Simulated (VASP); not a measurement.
MnO (Manganosite):

```
CELL_PARAMETERS angstrom
0.00000 2.22300 2.22300
2.22300 0.00000 2.22300
2.22300 2.22300 0.00000
ATOMIC_POSITIONS crystal
Mn 0.00000 0.00000 0.00000
O 0.50000 0.50000 0.50000
```

Base run:

| Item | Value |
| --- | --- |
| Program | VASP 6.6.1 |
| Functional | PBE |
| Potentials or basis | VASP PAW PBE potentials, release 64 (Mn_sv, O) |
| Cutoff | 600 eV |
| k mesh | 13 × 13 × 13 |
| Occupations | fermi-dirac, width 0.15 eV |
| Spin | collinear spin, ferromagnetic start |
| Starting moments | [2.8, 0.0] μB |
| Hubbard terms | Mn d U = 6.0 eV |

Its results: pressure 5.6 GPa; net moment 5.00 μB per cell; site moments Mn +4.59; O +0.14 μB.

**Question.** After a change of settings the same cell gave: pressure 2.8 GPa; net moment 4.95 μB per cell; site moments Mn +4.34; O +0.20 μB. Which change was it?
A. hubbard terms from Mn d U = 6.0 eV to Mn d U = 4.5 eV
B. potentials or basis from VASP PAW PBE potentials, release 64 (Mn_sv, O) to VASP PAW PBE potentials, release 64 (Mn_pv, O); cutoff from 600 eV to 520 eV; further incar settings from ALGO = Normal; EDIFF = 1e-06; NBANDS = 22 to ALGO = Normal; EDIFF = 1e-07; NBANDS = 20; valence electrons from 21 to 19
C. hubbard terms from Mn d U = 6.0 eV to Mn d U = 1.5 eV

**Answer.** C.

Caveats: a cell with one magnetic atom can't hold antiferromagnetic order, which such compounds often take.
